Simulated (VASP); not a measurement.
# Sn4O7 (a cell with a defect) in VASP: single point with PBE+D3(BJ)

Aim: the single point of Sn4O7 (a cell with a defect) with PBE+D3(BJ).

Everything below comes from runs of VASP 6.6.1. Logs are shortened: lines on timing, memory, paths and dates and some standing lists are left out, and cuts for length are marked.

## 1. The cell of the first run

The cell holds a defect, 11 atoms: a = 5.692 Å, b = 5.692 Å, c = 5.692 Å, α = 69.33°, β = 69.33°, γ = 69.33°.

## 2. Single point, PBE+D3(BJ) (atom 11 moved 0.000 of the way to it and +0.000 Å across, host rigid)

INCAR

```
PREC = Accurate
ENCUT = 520
EDIFF = 1E-6
ISMEAR = 0
SIGMA = 0.05
LREAL = False
LASPH = True
NELM = 60
ALGO = Normal
ISIF = 2
LWAVE = False
LCHARG = False
GGA = PE
IVDW = 12
NELECT = 96.0
NBANDS = 60
```

KPOINTS

```
Automatic mesh
0
Gamma
  6 6 6
```

POSCAR

```
Sn4O7
1.0
   -3.2376496260     -1.8692578831      4.2923370236
    3.2376496260     -1.8692578831      4.2923370236
    0.0000000000      3.7385157663      4.2923370236
Sn O
4 7
Direct
    0.5000000000      0.5000000000      0.5000000000
    0.0000000000      0.0000000000      0.5000000000
    0.0000000000      0.5000000000      0.0000000000
    0.5000000000      0.0000000000      0.0000000000
    0.7436146560      0.7436146560      0.2436146560
    0.7436146560      0.2436146560      0.7436146560
    0.2436146560      0.7436146560      0.7436146560
    0.7563853440      0.7563853440      0.7563853440
    0.2563853440      0.2563853440      0.7563853440
    0.2563853440      0.7563853440      0.2563853440
    0.7563853440      0.2563853440      0.2563853440
```

Potentials or basis: VASP PAW PBE potentials, release 64 (Sn_d, O).

Started as:

```bash
$ cat potpaw_PBE.64/Sn_d/POTCAR potpaw_PBE.64/O/POTCAR > POTCAR
$ mpirun -np 1 vasp_std > vasp.out
```

OUTCAR:

```text
PREC = Accurate
   ENCUT = 520
   EDIFF = 1E-6
   ISMEAR = 0
   LREAL = False
   LASPH = True
   NELM = 60
   ISIF = 2
   GGA = PE
   IVDW = 12
   NELECT = 96.0
 IVDW          = 12

 ion  position               nearest neighbor table
   1  0.500  0.500  0.500-   6 2.12   7 2.12  10 2.12  11 2.12   5 2.12   9 2.12   2 3.24   2 3.24
                             3 3.24   4 3.24   4 3.24   3 3.24
   2  0.000  0.000  0.500-   6 2.12   7 2.12  10 2.12  11 2.12   8 2.12   1 3.24   1 3.24   3 3.24
                             3 3.24   4 3.24   4 3.24
   3  0.000  0.500  0.000-   5 2.12   8 2.12   9 2.12   7 2.12  11 2.12   4 3.24   4 3.24   2 3.24
                             1 3.24   1 3.24   2 3.24
   4  0.500  0.000  0.000-   5 2.12   8 2.12   9 2.12   6 2.12  10 2.12   3 3.24   3 3.24   1 3.24
                             1 3.24   2 3.24   2 3.24
   5  0.744  0.744  0.244-   3 2.12   4 2.12   1 2.12
   6  0.744  0.244  0.744-   1 2.12   2 2.12   4 2.12
   7  0.244  0.744  0.744-   1 2.12   2 2.12   3 2.12
   8  0.756  0.756  0.756-   3 2.12   4 2.12   2 2.12
   9  0.256  0.256  0.756-   3 2.12   4 2.12   1 2.12
  10  0.256  0.756  0.256-   1 2.12   2 2.12   4 2.12
  11  0.756  0.256  0.256-   1 2.12   2 2.12   3 2.12

  LATTYP: Found a trigonal (rhomboedric) cell.
 ALAT       =     5.6921575223
 COS(alpha) =     0.3529529344

  Lattice vectors:

 A1 = (  -3.2376496260,  -1.8692578831,   4.2923370236)
 A2 = (   3.2376496260,  -1.8692578831,   4.2923370236)
 A3 = (   0.0000000000,   3.7385157663,   4.2923370236)

Analysis of symmetry for initial positions (statically):
=====================================================================
 Subroutine PRICEL returns:
 Original cell was already a primitive cell.

 Routine SETGRP: Setting up the symmetry group for a
 trigonal (rhombohedral) supercell.

 Subroutine GETGRP returns: Found  6 space group operations
 (whereof  6 operations were pure point group operations)
 out of a pool of 12 trial point group operations.

The static configuration has the point symmetry C_3v.

Analysis of symmetry for dynamics (positions and initial velocities):
=====================================================================
 Subroutine PRICEL returns:
 Original cell was already a primitive cell.

 Routine SETGRP: Setting up the symmetry group for a
 trigonal (rhombohedral) supercell.

 Subroutine GETGRP returns: Found  6 space group operations
 (whereof  6 operations were pure point group operations)
 out of a pool of 12 trial point group operations.

The dynamic configuration has the point symmetry C_3v.

 Subroutine INISYM returns: Found  6 space group operations
 (whereof  6 operations are pure point group operations),
 and found     1 'primitive' translations

----------------------------------------------------------------------------------------

                                     Primitive cell

  volume of cell :     155.8634

  direct lattice vectors                    reciprocal lattice vectors
    -3.237649626 -1.869257883  4.292337024    -0.154433017 -0.089161944  0.077657773
     3.237649626 -1.869257883  4.292337024     0.154433017 -0.089161944  0.077657773
     0.000000000  3.738515766  4.292337024     0.000000000  0.178323888  0.077657773

  length of vectors
     5.692157522  5.692157522  5.692157522     0.194499714  0.194499714  0.194499714

  position of ions in fractional coordinates (direct lattice)
     0.500000000  0.500000000  0.500000000
     1.000000000  1.000000000  0.500000000
     1.000000000  0.500000000  1.000000000
     0.500000000  1.000000000  1.000000000
     0.743614656  0.743614656  0.243614656
     0.743614656  0.243614656  0.743614656
     0.243614656  0.743614656  0.743614656
     0.756385344  0.756385344  0.756385344
     0.256385344  0.256385344  0.756385344
     0.256385344  0.756385344  0.256385344
     0.756385344  0.256385344  0.256385344

  ion indices of the primitive-cell ions
   primitive index   ion index
                 1           1
                 2           2
                 3           3
                 4           4
                 5           5
                 6           6
                 7           7
                 8           8
                 9           9
                10          10
                11          11

----------------------------------------------------------------------------------------

 KPOINTS: Automatic mesh

Automatic generation of k-mesh.
 Grid dimensions read from file:
 generate k-points for:    6    6    6

 Generating k-lattice:

  Cartesian coordinates                     Fractional coordinates (reciprocal lattice)
    -0.025738836 -0.014860324  0.012942962     0.166666667 -0.000000000 -0.000000000
     0.025738836 -0.014860324  0.012942962    -0.000000000  0.166666667 -0.000000000
     0.000000000  0.029720648  0.012942962     0.000000000  0.000000000  0.166666667

  Length of vectors
     0.032416619  0.032416619  0.032416619

  Shift w.r.t. Gamma in fractional coordinates (k-lattice)
     0.000000000  0.000000000  0.000000000

 Subroutine IBZKPT returns following result:
 ===========================================

 Found     32 irreducible k-points:

 Following reciprocal coordinates:
            Coordinates               Weight
  0.000000  0.000000  0.000000      1.000000
  0.166667  0.000000  0.000000      6.000000
  0.333333  0.000000  0.000000      6.000000
  0.500000  0.000000  0.000000      3.000000
  0.166667  0.166667  0.000000      6.000000
  0.333333  0.166667  0.000000     12.000000
[... 16 lines left out ...]
  0.500000  0.500000  0.166667      6.000000
 -0.333333  0.500000  0.166667     12.000000
 [... further k-points ...]
   k-points           NKPTS =     32   k-points in BZ     NKDIM =     32   number of bands    NBANDS=     60
   number of dos      NEDOS =    301   number of ions     NIONS =     11
   total plane-waves  NPLWV =  74088
   dimension x,y,z NGX =    42 NGY =   42 NGZ =   42
   dimension x,y,z NGXF=    84 NGYF=   84 NGZF=   84
   ions per type =               4   7
   NGX,Y,Z   is equivalent  to a cutoff of  12.27, 12.27, 12.27 a.u.
   NGXF,Y,Z  is equivalent  to a cutoff of  24.53, 24.53, 24.53 a.u.
 SYSTEM =  unknown system
   PREC   = accura    normal or accurate (medium, high low for compatibility)
   ISTART =      0    job   : 0-new  1-cont  2-samecut
   ICHARG =      2    charge: 1-file 2-atom 10-const
   ISPIN  =      1    spin polarized calculation?
   LNONCOLLINEAR =      F non collinear calculations
   LSORBIT =      F    spin-orbit coupling
   LASPH  =      T    aspherical Exc in radial PAW
   ENCUT  =  520.0 eV  38.22 Ry    6.18 a.u.  10.58 10.58 10.58*2*pi/ulx,y,z
   NELM   =     60;   NELMIN=  2; NELMDL= -5     # of ELM steps
   EDIFF  = 0.1E-05   stopping-criterion for ELM
   LREAL  =      F    real-space projection
   EDIFFG = 0.1E-04   stopping-criterion for IOM
   NSW    =      0    number of steps for IOM
   IBRION =     -1    ionic relax: 0-MD 1-quasi-New 2-CG
   NFREE  =      0    steps in history (QN), initial steepest desc. (CG)
   ISIF   =      2    stress and relaxation
   ISYM   =      2    0-nonsym 1-usesym 2-fastsym
   POTIM  = 0.5000    time-step for ionic-motion
   TEBEG  =    0.0;   TEEND  =   0.0 temperature during run
   PSTRESS=    0.0 pullay stress
   NELECT =      96.0000    total number of electrons
   NUPDOWN=      -1.0000    fix difference up-down
   EMIN   =  10.00;   EMAX   =-10.00  energy-range for DOS
   EFERMI =   0.00;   METHOD = LEGACY
   ISMEAR =     0;   SIGMA  =   0.05  broadening in eV -4-tet -1-fermi 0-gaus
   EFERMI_NEDOS =   21; number of points for ismear=-14 and -15
   IALGO  =     38    algorithm
   IMIX   =      4    mixing-type and parameters
     AMIX     =   0.40;   BMIX     =  1.00
     AMIX_MAG =   1.60;   BMIX_MAG =  1.00
  volume/ion in A,a.u.               =      14.17        95.62
  Fermi-wavevector in a.u.,A,eV,Ry     =   1.392891  2.632183 26.397288  1.940146
  Thomas-Fermi vector in A             =   2.516590
   LORBIT       =      0    0 simple, 1 ext, 2 COOP (PROOUT), +10 PAW based schemes
   GGA     = PE    functional components
   LHFCALC =     F    Hartree Fock is set to
   AEXX    =    0.0000 exact exchange contribution
   IVDW    =    12    specifies the selected vdW correction
   LEPSILON=     F    determine dielectric tensor
   LRPA    =     F    only Hartree local field effects (RPA)
 non-spin polarized calculation
 Gauss-broadening in eV      SIGMA  =   0.05
  energy-cutoff  :      520.00
  volume of cell :      155.86
 maximum number of plane-waves:      4214
   NGX = 21   NGY = 21   NGZ = 21

 number of electron      96.0000004 magnetization

 Free energy of the ion-electron system (eV)
  ---------------------------------------------------
  ext. energy  EPLUGINS =         0.00000000
  ---------------------------------------------------
  free energy    TOTEN  =       -75.43050922 eV

  energy without entropy =      -75.43014455  energy(sigma->0) =      -75.43032689

 E-fermi :   4.7289     XC(G=0): -10.1877

 val. band max:        4.6629309908   @ k =   0.5000   0.0000   0.0000
 cond. band min:       4.7882967192   @ k =   0.0000   0.0000   0.0000
 fundamental gap:      0.1253657285
 Fermi energy:         4.7289130033

 k-point     1 :       0.0000    0.0000    0.0000
  band No.  band energies     occupation
      1     -16.2668      2.00000
      2     -16.2668      2.00000
      3     -16.1682      2.00000
      4     -15.6939      2.00000
      5     -15.5724      2.00000
      6     -15.5724      2.00000
[... 52 lines left out ...]
     59      13.5954      0.00000
     60      15.4104      0.00000

 k-point     2 :       0.1667    0.0000    0.0000
  band No.  band energies     occupation
      1     -16.2293      2.00000
      2     -16.2259      2.00000
      3     -16.1384      2.00000
      4     -15.6892      2.00000
      5     -15.5908      2.00000
      6     -15.5698      2.00000
[... 1383 lines left out ...]
      4     -15.8242      2.00000
      5     -15.7184      2.00000
      6     -15.5980      2.00000
[... 52 lines left out ...]
     59      13.7877      0.00000
     60      14.0919      0.00000

 [... further k-points ...]

------------------------ aborting loop because EDIFF is reached ----------------------------------------

 Edisp (eV)   -2.20698

 E8    (eV) :    -0.8927

  FORCE on cell =-STRESS in cart. coord.  units (eV):
  Direction    XX          YY          ZZ          XY          YZ          ZX
  --------------------------------------------------------------------------------------
  -------------------------------------------------------------------------------------
  Total     -20.39989   -20.39989   -27.25766     0.00000    -0.00000     0.00000
  in kB    -209.69804  -209.69804  -280.19159     0.00000    -0.00000     0.00000
  external pressure =     -233.20 kB  Pullay stress =        0.00 kB

 VOLUME and BASIS-vectors are now :
 -----------------------------------------------------------------------------
  energy-cutoff  :      520.00
  volume of cell :      155.86
      direct lattice vectors                 reciprocal lattice vectors
    -3.237649626 -1.869257883  4.292337024    -0.154433017 -0.089161944  0.077657773
     3.237649626 -1.869257883  4.292337024     0.154433017 -0.089161944  0.077657773
     0.000000000  3.738515766  4.292337024     0.000000000  0.178323888  0.077657773

 POSITION                                       TOTAL-FORCE (eV/Angst)
 -----------------------------------------------------------------------------------
      0.00000      0.00000      6.43851         0.000000      0.000000      1.649033
      0.00000      1.86926      2.14617         0.000000      2.962513     -1.330724
      1.61882     -0.93463      2.14617         2.565612     -1.481257     -1.330724
     -1.61882     -0.93463      2.14617        -2.565612     -1.481257     -1.330724
      0.00000     -1.86926      7.42937         0.000000      0.133437      0.290859
     -1.61882      0.93463      7.42937         0.115560     -0.066718      0.290859
      1.61882      0.93463      7.42937        -0.115560     -0.066718      0.290859
      0.00000      0.00000      9.73998         0.000000      0.000000      0.230893
      0.00000      1.86926      5.44765         0.000000      1.268508      0.413223
      1.61882     -0.93463      5.44765         1.098560     -0.634254      0.413223
     -1.61882     -0.93463      5.44765        -1.098560     -0.634254      0.413223
 -----------------------------------------------------------------------------------
    total drift:                               -0.000000      0.000000      0.000141

  FREE ENERGIE OF THE ION-ELECTRON SYSTEM (eV)
  ---------------------------------------------------
  free  energy   TOTEN  =       -77.6374872588 eV

  energy  without entropy=      -77.6371225958  energy(sigma->0) =      -77.63730493
```

Run time: 6.4 min. Hardware: 1 thread of Intel Xeon 6975P-C, shared host; peak memory 0.39 GiB.

Results:

```yaml
Free_energy: -77.6375 eV
Largest_force: 3.248 eV/Å
Dispersion_energy_per_atom: -0.201 eV
```

Forces in eV/Å, atoms in the order of the input:
```
Sn   0.000  0.000  1.649
Sn   0.000  2.963 -1.331
Sn   2.566 -1.481 -1.331
Sn  -2.566 -1.481 -1.331
O    0.000  0.133  0.291
O    0.116 -0.067  0.291
O   -0.116 -0.067  0.291
O    0.000  0.000  0.231
O    0.000  1.269  0.413
O    1.099 -0.634  0.413
O   -1.099 -0.634  0.413
```

Levels at points of the mesh, in eV from the Fermi level:
| k point | band 45 | band 46 | band 47 | band 48 | band 49 | band 50 | band 51 | band 52 |
| --- | --- | --- | --- | --- | --- | --- | --- | --- |
| (0.00, 0.00, 0.00) | -0.88 | -0.58 | -0.37 | -0.37 | 0.06 | 3.47 | 3.47 | 3.54 |
| (0.50, 0.00, 0.00) | -0.83 | -0.52 | -0.50 | -0.07 | 0.82 | 2.18 | 3.58 | 4.77 |
| (0.50, 0.50, 0.00) | -1.10 | -0.89 | -0.50 | -0.28 | 1.29 | 2.34 | 3.35 | 4.78 |
| (0.50, 0.50, 0.50) | -1.28 | -1.26 | -1.22 | -1.22 | 0.85 | 3.38 | 3.38 | 4.11 |

Caveat: the cell carries a net charge on a neutralising background, which shifts energy and pressure; the cell differs from its parent crystal (atom 11 moved 0.000 of the way to it and +0.000 Å across, host rigid); the cell is charged against a uniform background, so pressure and absolute levels hang on convention; spin-orbit coupling is left out, which moves the levels of the heavy elements.
